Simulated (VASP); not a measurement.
Wanted: the native input for a VASP 6.6.1 run.

- Task: single point
- Functional: LDA
- Potentials or basis: VASP PAW LDA potentials, release 64 (W_sv)
- Cutoff: 520 eV
- k mesh: 16 × 16 × 16
- Occupations: gaussian, width 0.1 eV
- Spin: no spin polarisation
- Dipole correction: no
- Further INCAR settings: ALGO = Normal; EDIFF = 1e-06; NBANDS = 13

The structure of W lies in POSCAR:

```
W
1.0
    0.0000000000      1.6752831025      1.6752831025
    1.6752831025      0.0000000000      1.6752831025
    1.6752831025      1.6752831025      0.0000000000
W
1
Direct
    0.0000000000      0.0000000000      0.0000000000
```

One way to write it, as run:

INCAR

```
PREC = Accurate
ENCUT = 520
EDIFF = 1E-6
ISMEAR = 0
SIGMA = 0.1
LREAL = F
LASPH = T
NELM = 80
ALGO = Normal
ISIF = 2
LWAVE = F
LCHARG = T
LELF = T
LVHAR = T
NBANDS = 13
```

KPOINTS

```
regular mesh
0
Gamma
  16 16 16
```

Potentials or basis: VASP PAW LDA potentials, release 64 (W_sv).

Command:

```console
$ cat potpaw_LDA.64/W_sv/POTCAR > POTCAR
$ mpirun -np 1 vasp_std > vasp.out
```

It gave:

The pressure is 445.9 GPa and the band gap on the k mesh is zero (band 7 reaches 29.68 eV, above the bottom of band 8 at 18.00 eV).

Caveat: spin-orbit coupling is left out, which moves the levels of the heavy elements.

It took 34 s on 1 thread of AMD EPYC 7R13 (shared host), peak memory 0.1 GiB.
